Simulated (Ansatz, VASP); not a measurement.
# BaTiO3 in VASP and in Ansatz

INCAR

```
PREC = Accurate ; ENCUT = 520
EDIFF = 1E-7 ; ISMEAR = -1
SIGMA = 0.05 ; LREAL = F
LASPH = T ; NELM = 150
ALGO = Normal ; ISIF = 2
LWAVE = F ; LCHARG = F
LMAXMIX = 4 ; LDAU = T
LDAUTYPE = 2 ; LDAUL = -1 2 -1
LDAUU = 0 2 0 ; LDAUJ = 0 0 0
LDAUPRINT = 1 ; GGA = PE
NBANDS = 28
```

File KPOINTS:

```
regular mesh
0
Gamma
  7 7 7
```

POSCAR

```
BaTiO3
1.0
    2.8276681600      1.6325549700      2.3177316100
   -2.8276681600      1.6325549700      2.3177316100
    0.0000000000     -3.2651099400      2.3177316100
Ba Ti O
1 1 3
Direct
    0.0334731600      0.9884685300      0.0018377600
    0.5061032600      0.5274847800      0.5372321600
    0.4862471500      0.4971470800      0.9711514600
    0.4740898700      0.9864150100      0.4720123700
    0.9787865600      0.4791845900      0.4964662400
```

Contents of input.yaml:

```yaml
crystal:
  lattice:
    - [2.82766816, 1.63255497, 2.31773161]
    - [-2.82766816, 1.63255497, 2.31773161]
    - [0.0, -3.26510994, 2.31773161]
  atoms:
    - { symbol: Ba, position: [0.03347316, 0.98846853, 0.00183776] }
    - { symbol: Ti, position: [0.50610326, 0.52748478, 0.53723216] }
    - { symbol: O, position: [0.48624715, 0.49714708, 0.97115146] }
    - { symbol: O, position: [0.47408987, 0.98641501, 0.47201237] }
    - { symbol: O, position: [0.97878656, 0.47918459, 0.49646624] }
hamiltonian:
  xc: pbe
  pseudopotentials: { kind: paw }
  hubbard: { sites: [{ species: Ti, l: d, u_eff: 2.0 }] }
kpoints:
  mp_grid: { grid: [7, 7, 7] }
  band_path:
    path:
      - [[0.0, 0.0, 0.0], [0.5, 0.0, 0.0], [0.5, 0.4974305484, -0.4974305484]]
      - [[0.5025694516, 0.5, 0.4974305484], [0.5, 0.5, 0.5], [0.0, 0.0, 0.0], [0.4987152742, 0.0, -0.4987152742]]
      - [[0.5012847258, 0.4987152742, 0.0], [0.5, 0.5, 0.0], [0.5012847258, 0.5012847258, 0.4974305484], [0.5, 0.5, 0.5]]
      - [[0.5, 0.0, 0.0], [0.5025694516, 0.4987152742, 0.4987152742]]
    npoints: 14
scf:
  occupations: { method: fermi_dirac, width: 0.05 }
  n_extra_bands: 12
output:
  forces: true
  stress: true
  eigenvalues: true
  fatbands: false
```

Alike in both runs: functional PBE; k mesh 7 × 7 × 7; occupations fermi-dirac, width 0.05 eV; no spin polarisation; Hubbard terms Ti d U = 2.0 eV.

|  | VASP | Ansatz |
| --- | --- | --- |
| version | VASP 6.6.1 | Ansatz 0.2.0 |
| potentials or method | VASP PAW PBE potentials, release 64 (Ba_sv, Ti_sv, O) | Ansatz PAW |
| plane-wave cutoff (eV) | 520 | 420 |
| valence electrons in the cell | 40 | 40 |
| task | single point | band structure |

```tsv
	VASP	Ansatz	Ansatz less VASP
gap on the k mesh at the Fermi level (eV)	2.95	2.96	+0.009
least direct gap on the mesh (eV)	3.50	3.51	+0.009
pressure (GPa)	13.3	10.2	-3.12
traceless stress, the component that is largest in VASP (GPa)	-4.99	-4.53	+0.459
rms of the force components (eV/Å)	1.019	0.834	-0.1844
```

The programs project onto different local orbitals, so the same U acts differently, and such runs can settle in different states. Atom by atom the forces differ by 0.208 eV/Å (rms over components).

Spin-orbit coupling is off throughout. Noted on Ansatz's run: the k mesh misses the band edges, so the gap on the mesh is wider than the one along the path.
